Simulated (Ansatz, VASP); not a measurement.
**One calculation of Ga3As4Se, two programs**

```
CELL_PARAMETERS angstrom
5.50363 0.00000 0.00000
0.00000 5.50363 0.00000
0.00000 0.00000 6.29881
ATOMIC_POSITIONS crystal
Ga 0.00000 0.50000 0.00000
Ga 0.50000 0.00000 0.00000
Ga 0.50000 0.50000 0.50000
As 0.00000 0.00000 0.32235
As 0.00000 0.00000 0.67765
As 0.00000 0.50000 0.50000
As 0.50000 0.00000 0.50000
Se 0.50000 0.50000 0.00000
```

Alike in both runs: task relaxation of cell and atoms; functional PBE; k mesh 3 × 3 × 3; occupations gaussian, width 0.2 eV; no spin polarisation.

```csv
,VASP,Ansatz
version,VASP 6.6.1,Ansatz 0.2.0
potentials or method,"VASP PAW PBE potentials, release 64 (Ga_d, As, Se), cutoff 600 eV","scalar-relativistic, plane waves, PAW"
valence electrons in the cell,65,115
```

```csv
,VASP,Ansatz,Ansatz less VASP
"gap on the k mesh at the Fermi level, each at its own relaxed structure (eV)",none,none,-
relaxed volume (Å³/atom),20.85,20.64,-0.213
relaxed cell length with the largest relative difference (Å),5.967,5.945,-0.0217
```

A gap of «none» marks a metal or a gap that the smearing closes. VASP's potentials hold 65 valence electrons a cell and Ansatz's 115, so a difference there can come from the potentials and not from the codes.

The k mesh is coarse, so the values compare programs but aren't converged.
